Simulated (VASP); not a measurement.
Wanted: the native input for a VASP 6.6.1 run.

| Property | Result |
| --- | --- |
| Task | single point |
| Functional | LDA |
| Potentials or basis | VASP PAW LDA potentials, release 64 (Sb, Bi_d) |
| Cutoff | 520 eV |
| k mesh | 6 × 6 × 6 |
| Occupations | methfessel-paxton, width 0.15 eV |
| Spin | no spin polarisation |
| Dipole correction | no |
| Further INCAR settings | ALGO = Normal; EDIFF = 1e-06; NBANDS = 17 |

The structure of BiSb lies in POSCAR:

```
BiSb
1.0
    2.2263000000      1.2853500000      3.9751500000
   -2.2263000000      1.2853500000      3.9751500000
    0.0000000000     -2.5707000000      3.9751500000
Sb Bi
1 1
Direct
    0.7680300000      0.7680300000      0.7680300000
    0.2319700000      0.2319700000      0.2319700000
```

The input as run:

INCAR

```
PREC = Accurate
ENCUT = 520
EDIFF = 1E-6
ISMEAR = 1
SIGMA = 0.15
LREAL = F
LASPH = T
NELM = 80
ALGO = Normal
ISIF = 2
LWAVE = F
LCHARG = F
GGA = CA
NBANDS = 17
```

KPOINTS

```
Automatic mesh
0
Gamma
  6 6 6
```

Potentials or basis: VASP PAW LDA potentials, release 64 (Sb, Bi_d).

The run is started by

```console
$ cat potpaw_LDA.64/Sb/POTCAR potpaw_LDA.64/Bi_d/POTCAR > POTCAR
$ mpirun -np 1 vasp_std > vasp.out
```

Results of the run:

```
Pressure               : -2.7 GPa
Largest force          : 0.065 eV/Å
Band gap on the k mesh : 0.11 eV, indirect (least direct gap 0.36 eV)
```

Caveat: spin-orbit coupling is left out, which moves the levels of the heavy elements.

It took 52 s on 1 thread of Oxide Virtual Turin-like Processor, with other jobs on the host, peak memory 0.16 GiB.
